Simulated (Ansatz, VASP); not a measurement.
## One calculation of ZrF2, two programs

File INCAR:

```
ALGO = Normal
EDIFF = 1E-7
EDIFFG = -0.04
ENCUT = 600
GGA = PE
IBRION = 2
ISIF = 3
ISMEAR = 0
LASPH = T
LCHARG = F
LREAL = F
LWAVE = F
NELM = 60
NSW = 90
PREC = Accurate
SIGMA = 0.1
```

KPOINTS

```
k-points
0
Gamma
  4 4 6
```

POSCAR

```
ZrF2
1.0
    4.2035952900      0.0000000000      0.0000000000
    0.0000000000      4.2035952900      0.0000000000
    0.0000000000      0.0000000000      3.3049936281
Zr F
1 2
Direct
    0.5000000000      0.5000000000      0.0000000000
    0.0000000000      0.5000000000      0.0000000000
    0.5000000000      0.0000000000      0.0000000000
```

Input for Ansatz:

```yaml
crystal:
  lattice:
    - [4.20359529, 0.0, 0.0]
    - [0.0, 4.20359529, 0.0]
    - [0.0, 0.0, 3.3049936281]
  atoms:
    - { symbol: Zr, position: [0.5, 0.5, 0.0] }
    - { symbol: F, position: [0.0, 0.5, 0.0] }
    - { symbol: F, position: [0.5, 0.0, 0.0] }
basis:
  ecutwfc: 420
kpoints:
  mp_grid: { grid: [4, 4, 6] }
hamiltonian:
  xc: pbe
scf:
  occupations: { method: gaussian, width: 0.1 }
  lower_state_search: "off"
output:
  forces: true
  stress: true
  eigenvalues: true
relax:
  adjacent_minimum: "off"
  f_tol: 0.04
  max_steps: 70
  cell: { stress_tol: 0.4 }
```

Alike in both runs: task relaxation of cell and atoms; functional PBE; k mesh 4 × 4 × 6; occupations gaussian, width 0.1 eV; no spin polarisation.

|  | VASP | Ansatz |
| --- | --- | --- |
| version | VASP 6.6.1 | Ansatz 0.2.0 |
| potentials or method | VASP PAW PBE potentials, release 64 (Zr_sv, F), cutoff 600 eV | scalar-relativistic, plane waves, PAW |
| valence electrons in the cell | 26 | 26 |

```csv
,VASP,Ansatz,Ansatz less VASP
"gap on the k mesh at the Fermi level, each at its own relaxed structure (eV)",none,none,-
relaxed volume (Å³/atom),17.83,17.87,+0.045
relaxed cell length with the largest relative difference (Å),2.976,2.985,+0.0093
```

A gap of «none» marks a metal or a gap that the smearing closes.

The k mesh is coarse, so the values compare programs but aren't converged.
